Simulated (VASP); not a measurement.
# ScIn3As (P-62m) in VASP: relaxation of cell and atoms with PBE

Aim: the relaxation of cell and atoms of ScIn3As with PBE.

All numbers are computed with VASP 6.6.1; they aren't measurements. Logs are shortened: lines on timing, memory, paths and dates and some standing lists are left out, and cuts for length are marked.

## (1) The cell of the first run

The structure is hexagonal, space group P-62m (No. 189). The conventional cell has a = 5.793 Å, b = 5.793 Å, c = 5.042 Å, α = 90.00°, β = 90.00°, γ = 120.00°. Sc (site symmetry -62m) has 3 In at 2.38 Å and 2 As at 2.52 Å within 3.1 Å. In (site symmetry m2m) has 1 Sc at 2.38 Å and 4 In at 3.03 Å within 3.1 Å. As (site symmetry -62m) has 2 Sc at 2.52 Å within 3.3 Å.

The cell was generated, and may not be a known phase.

## (2) Relaxation of cell and atoms, PBE

INCAR reads:

```
SYSTEM = ScIn3As
PREC     = Accurate       ! precision mode
ENCUT    = 600            ! plane-wave cutoff, eV
EDIFF    = 1E-7           ! SCF threshold, eV
ISMEAR   = 0              ! smearing method
SIGMA    = 0.2            ! smearing width, eV
LREAL    = .FALSE.        ! projectors in reciprocal space
LASPH    = .TRUE.         ! aspherical terms in the spheres
NELM     = 80             ! most SCF steps
ALGO     = Normal         ! electronic algorithm
ISIF     = 3              ! what is computed and relaxed
LWAVE    = .FALSE.        ! write WAVECAR
LCHARG   = .FALSE.        ! write CHGCAR
GGA      = PE             ! functional
IBRION   = 2              ! ionic algorithm
NSW      = 36             ! ionic steps
EDIFFG   = -0.08          ! ionic threshold
```

KPOINTS reads:

```
regular mesh
0
G
  3 3 3
  0 0 0
```

POSCAR reads:

```
ScIn3As
1.0
    5.7933585600      0.0000000000      0.0000000000
   -2.8966792800      5.0171956900      0.0000000000
    0.0000000000      0.0000000000      5.0422181700
Sc In As
1 3 1
Direct
    0.0000000000      0.0000000000      0.0000000000
    0.4100973200      0.0000000000      0.0000000000
    0.0000000000      0.4100973200      0.0000000000
    0.5899026800      0.5899026800      0.0000000000
    0.0000000000      0.0000000000      0.5000000000
```

Potentials or basis: VASP PAW PBE potentials, release 64 (Sc_sv, In_d, As).

The run is started by

```bash
$ cat potpaw_PBE.64/Sc_sv/POTCAR potpaw_PBE.64/In_d/POTCAR potpaw_PBE.64/As/POTCAR > POTCAR
$ mpirun -np 1 vasp_std > vasp.out
```

OUTCAR:

```text
SYSTEM = ScIn3As
   PREC = Accurate
   ENCUT = 600
   EDIFF = 1E-7
   ISMEAR = 0
   LREAL = .FALSE.
   LASPH = .TRUE.
   NELM = 80
   ISIF = 3
   GGA = PE
   IBRION = 2
   NSW = 36
   EDIFFG = -0.08

 ion  position               nearest neighbor table
   1  0.000  0.000  0.000-   2 2.38   3 2.38   4 2.38   5 2.52   5 2.52   2 3.42   3 3.42   4 3.42

   2  0.410  0.000  0.000-   1 2.38   3 3.03   4 3.03   4 3.03   3 3.03   1 3.42   5 3.46   5 3.46

   3  0.000  0.410  0.000-   1 2.38   4 3.03   4 3.03   2 3.03   2 3.03   1 3.42   5 3.46   5 3.46

   4  0.590  0.590  0.000-   1 2.38   3 3.03   3 3.03   2 3.03   2 3.03   1 3.42   5 3.46   5 3.46

   5  0.000  0.000  0.500-   1 2.52   1 2.52   2 3.46   2 3.46   3 3.46   4 3.46   3 3.46   4 3.46

  LATTYP: Found a hexagonal cell.
 ALAT       =     5.7933585600
 C/A-ratio  =     0.8703445709

  Lattice vectors:

 A1 = (   5.7933585600,   0.0000000000,   0.0000000000)
 A2 = (  -2.8966792800,   5.0171956900,   0.0000000000)
 A3 = (   0.0000000000,   0.0000000000,   5.0422181700)

Analysis of symmetry for initial positions (statically):
=====================================================================
 Subroutine PRICEL returns:
 Original cell was already a primitive cell.

 Routine SETGRP: Setting up the symmetry group for a
 hexagonal supercell.

 Subroutine GETGRP returns: Found 12 space group operations
 (whereof 12 operations were pure point group operations)
 out of a pool of 24 trial point group operations.

The static configuration has the point symmetry D_3h.

Analysis of symmetry for dynamics (positions and initial velocities):
=====================================================================
 Subroutine PRICEL returns:
 Original cell was already a primitive cell.

 Routine SETGRP: Setting up the symmetry group for a
 hexagonal supercell.

 Subroutine GETGRP returns: Found 12 space group operations
 (whereof 12 operations were pure point group operations)
 out of a pool of 24 trial point group operations.

The dynamic configuration has the point symmetry D_3h.

 Subroutine INISYM returns: Found 12 space group operations
 (whereof 12 operations are pure point group operations),
 and found     1 'primitive' translations

----------------------------------------------------------------------------------------

                                     Primitive cell

  volume of cell :     146.5592

  direct lattice vectors                    reciprocal lattice vectors
     5.793358560  0.000000000  0.000000000     0.172611446  0.099657265  0.000000000
    -2.896679280  5.017195690  0.000000000     0.000000000  0.199314530  0.000000000
     0.000000000  0.000000000  5.042218170     0.000000000  0.000000000  0.198325413

  length of vectors
     5.793358560  5.793358563  5.042218170     0.199314530  0.199314530  0.198325413

  position of ions in fractional coordinates (direct lattice)
     0.000000000  0.000000000  0.000000000
     0.410097320  0.000000000  0.000000000
     1.000000000  0.410097320  0.000000000
     0.589902680  0.589902680  0.000000000
     0.000000000  0.000000000  0.500000000

  ion indices of the primitive-cell ions
   primitive index   ion index
                 1           1
                 2           2
                 3           3
                 4           4
                 5           5

----------------------------------------------------------------------------------------

 KPOINTS: regular mesh

Automatic generation of k-mesh.
 Grid dimensions read from file:
 generate k-points for:    3    3    3

 Generating k-lattice:

  Cartesian coordinates                     Fractional coordinates (reciprocal lattice)
     0.057537149  0.033219088  0.000000000     0.333333333  0.000000000  0.000000000
     0.000000000  0.066438177  0.000000000     0.000000000  0.333333333  0.000000000
     0.000000000  0.000000000  0.066108471     0.000000000  0.000000000  0.333333333

  Length of vectors
     0.066438177  0.066438177  0.066108471

  Shift w.r.t. Gamma in fractional coordinates (k-lattice)
     0.000000000  0.000000000  0.000000000

 Subroutine IBZKPT returns following result:
 ===========================================

 Found      6 irreducible k-points:

 Following reciprocal coordinates:
            Coordinates               Weight
  0.000000  0.000000  0.000000      1.000000
  0.333333 -0.000000  0.000000      6.000000
  0.333333  0.333333  0.000000      2.000000
  0.000000  0.000000  0.333333      2.000000
  0.333333 -0.000000  0.333333     12.000000
  0.333333  0.333333  0.333333      4.000000
   k-points           NKPTS =      6   k-points in BZ     NKDIM =      6   number of bands    NBANDS=     33
   number of dos      NEDOS =    301   number of ions     NIONS =      5
   total plane-waves  NPLWV =  92160
   dimension x,y,z NGX =    48 NGY =   48 NGZ =   40
   dimension x,y,z NGXF=    96 NGYF=   96 NGZF=   80
   ions per type =               1   3   1
   NGX,Y,Z   is equivalent  to a cutoff of  13.77, 13.77, 13.19 a.u.
   NGXF,Y,Z  is equivalent  to a cutoff of  27.55, 27.55, 26.38 a.u.
 SYSTEM =  ScIn3As
   PREC   = accura    normal or accurate (medium, high low for compatibility)
   ISTART =      0    job   : 0-new  1-cont  2-samecut
   ICHARG =      2    charge: 1-file 2-atom 10-const
   ISPIN  =      1    spin polarized calculation?
   LNONCOLLINEAR =      F non collinear calculations
   LSORBIT =      F    spin-orbit coupling
   LASPH  =      T    aspherical Exc in radial PAW
   ENCUT  =  600.0 eV  44.10 Ry    6.64 a.u.  11.57 11.57 10.07*2*pi/ulx,y,z
   NELM   =     80;   NELMIN=  2; NELMDL= -5     # of ELM steps
   EDIFF  = 0.1E-06   stopping-criterion for ELM
   LREAL  =      F    real-space projection
   EDIFFG = -.8E-01   stopping-criterion for IOM
   NSW    =     36    number of steps for IOM
   IBRION =      2    ionic relax: 0-MD 1-quasi-New 2-CG
   NFREE  =      1    steps in history (QN), initial steepest desc. (CG)
   ISIF   =      3    stress and relaxation
   ISYM   =      2    0-nonsym 1-usesym 2-fastsym
   POTIM  = 0.5000    time-step for ionic-motion
   TEBEG  =    0.0;   TEEND  =   0.0 temperature during run
   PSTRESS=    0.0 pullay stress
   NELECT =      55.0000    total number of electrons
   NUPDOWN=      -1.0000    fix difference up-down
   EMIN   =  10.00;   EMAX   =-10.00  energy-range for DOS
   EFERMI =   0.00;   METHOD = LEGACY
   ISMEAR =     0;   SIGMA  =   0.20  broadening in eV -4-tet -1-fermi 0-gaus
   EFERMI_NEDOS =   21; number of points for ismear=-14 and -15
   IALGO  =     38    algorithm
   IMIX   =      4    mixing-type and parameters
     AMIX     =   0.40;   BMIX     =  1.00
     AMIX_MAG =   1.60;   BMIX_MAG =  1.00
  volume/ion in A,a.u.               =      29.31       197.81
  Fermi-wavevector in a.u.,A,eV,Ry     =   1.180841  2.231466 18.971761  1.394385
  Thomas-Fermi vector in A             =   2.317126
   LORBIT       =      0    0 simple, 1 ext, 2 COOP (PROOUT), +10 PAW based schemes
   GGA     = PE    functional components
   LHFCALC =     F    Hartree Fock is set to
   AEXX    =    0.0000 exact exchange contribution
   IVDW    =     0    specifies the selected vdW correction
   LEPSILON=     F    determine dielectric tensor
   LRPA    =     F    only Hartree local field effects (RPA)
 conjugate gradient relaxation of ions
 non-spin polarized calculation
 Gauss-broadening in eV      SIGMA  =   0.20
  energy-cutoff  :      600.00
  volume of cell :      146.56
 maximum number of plane-waves:      4923
 NGX is ok and might be reduce to    48
   NGX = 23   NGY = 23   NGZ = 21

--------------------------------------- Ionic step        1  -------------------------------------------

 number of electron      55.0000010 magnetization

 Free energy of the ion-electron system (eV)
  ---------------------------------------------------
  ext. energy  EPLUGINS =         0.00000000
  ---------------------------------------------------
  free energy    TOTEN  =       -15.35180288 eV

  energy without entropy =      -15.24546165  energy(sigma->0) =      -15.29863226

 E-fermi :   4.3840     XC(G=0):  -8.9178

 val. band max:        4.3328912841   @ k =   0.3333  -0.0000   0.0000
 cond. band min:       4.5628907646   @ k =   0.3333  -0.0000   0.0000
 fundamental gap:      0.2299994805
 Fermi energy:         4.3839771110

 k-point     1 :       0.0000    0.0000    0.0000
  band No.  band energies     occupation
      1     -43.9224      2.00000
      2     -22.8797      2.00000
      3     -22.8797      2.00000
      4     -22.6601      2.00000
      5     -10.4504      2.00000
      6     -10.4380      2.00000
[... 315 lines left out ...]
  FREE ENERGIE OF THE ION-ELECTRON SYSTEM (eV)
  ---------------------------------------------------
  free  energy   TOTEN  =       -17.9129130610 eV

  energy  without entropy=      -17.8307646583  energy(sigma->0) =      -17.87183886

[... ionic steps 4 to 8 ...]

--------------------------------------- Ionic step        9  -------------------------------------------

 number of electron      54.9999992 magnetization

------------------------ aborting loop because EDIFF is reached ----------------------------------------

  FORCE on cell =-STRESS in cart. coord.  units (eV):
  Direction    XX          YY          ZZ          XY          YZ          ZX
  --------------------------------------------------------------------------------------
  -------------------------------------------------------------------------------------
  Total        1.3946362      1.3946362     -0.4123588      0.0000000      0.0000000      0.0000000
  in kB       13.5827994     13.5827994     -4.0160918      0.0000000      0.0000000      0.0000000
  external PRESSURE =       7.7165023 kB  Pullay stress =       0.0000000 kB
[... 63 lines left out ...]
  energy  without entropy=      -18.3580573932  energy(sigma->0) =      -18.39896897

--------------------------------------- Ionic step       11  -------------------------------------------

 number of electron      54.9999976 magnetization

 Free energy of the ion-electron system (eV)
  ---------------------------------------------------
  ext. energy  EPLUGINS =         0.00000000
  ---------------------------------------------------
  free energy    TOTEN  =       -18.45410106 eV

  energy without entropy =      -18.37443614  energy(sigma->0) =      -18.41426860

 E-fermi :   3.6528     XC(G=0):  -8.4631

 val. band max:        3.6235798343   @ k =   0.3333  -0.0000   0.3333
 cond. band min:       3.9251050426   @ k =   0.3333  -0.0000   0.0000
 fundamental gap:      0.3015252083
 Fermi energy:         3.6528420105

 k-point     1 :       0.0000    0.0000    0.0000
  band No.  band energies     occupation
      1     -45.5447      2.00000
      2     -24.2350      2.00000
      3     -24.2350      2.00000
      4     -24.2046      2.00000
      5     -11.5163      2.00000
      6     -11.3540      2.00000
[... 237 lines left out ...]
  FREE ENERGIE OF THE ION-ELECTRON SYSTEM (eV)
  ---------------------------------------------------
  free  energy   TOTEN  =       -18.4541010590 eV

  energy  without entropy=      -18.3744361409  energy(sigma->0) =      -18.41426860

 reached required accuracy - stopping structural energy minimisation
```

It took 7.4 min on 1 thread of Oxide Virtual Turin-like, shared host; peak memory 0.28 GiB.

Results:

* Free energy: -18.4541 eV
* Relaxed volume: 33.40 Å³/atom
* Relaxed cell: a = 6.126 Å, b = 6.126 Å, c = 5.137 Å, α = 90.00°, β = 90.00°, γ = 120.00°
* Space group after relaxing (to 0.1 Å): P6/mmm (No. 191)
* Energy gained by relaxing: 620.5 meV/atom
* Ionic steps: 11
* Pressure after relaxing: 0.2 GPa
* Largest force after relaxing: 0.020 eV/Å
* Band gap on the k mesh: zero (an odd number of electrons rules out a gap without spin polarisation)

Forces on the atoms (eV/Å):
```
Sc   0.000  0.000  0.000
In   0.020  0.000  0.000
In  -0.010  0.017  0.000
In  -0.010 -0.017  0.000
As   0.000  0.000  0.000
```

Step by step:
```tsv
step	energy change (eV)	largest force (eV/Å)	pressure (GPa)	volume (Å³)
1	0.0000	4.4446	13.07	146.56
2	-2.3464	0.2281	-2.54	202.01
3	-2.5611	0.7667	-0.73	184.28
4	-2.5603	0.8011	-0.61	183.48
5	-2.6784	0.7544	-0.59	180.58
6	-2.8974	0.6116	-0.02	171.84
7	-2.9127	0.5317	0.61	167.63
8	-2.9807	0.3918	0.58	166.85
9	-3.0832	0.0734	0.77	164.51
10	-3.0881	0.0062	0.90	163.92
11	-3.1023	0.0198	0.21	166.99
```

Final structure:
```yaml
crystal:
  lattice:
    - [6.12648, 0.00000, 0.00000]
    - [-3.06324, 5.30568, 0.00000]
    - [0.00000, 0.00000, 5.13721]
  atoms:
    - { symbol: Sc, position: [0.00000, 0.00000, 0.00000] }
    - { symbol: In, position: [0.49835, 0.00000, 0.00000] }
    - { symbol: In, position: [0.00000, 0.49835, 0.00000] }
    - { symbol: In, position: [0.50165, 0.50165, 0.00000] }
    - { symbol: As, position: [0.00000, 0.00000, 0.50000] }
```

Levels at points of the mesh, in eV from the Fermi level:
```tsv
k point	band 24	band 25	band 26	band 27	band 28	band 29	band 30	band 31
(0.00, 0.00, 0.00)	-2.50	-2.11	-2.11	-1.73	1.22	1.22	1.33	1.50
```

Caveat: the k points lie up to 0.41 Å⁻¹ apart in the final cell, too coarse for converged energies and pressures of a metal; spin-orbit coupling is left out, which moves the levels of the heavy elements.

The gap in the log of VASP goes by the Fermi energy; the results here count the filled bands.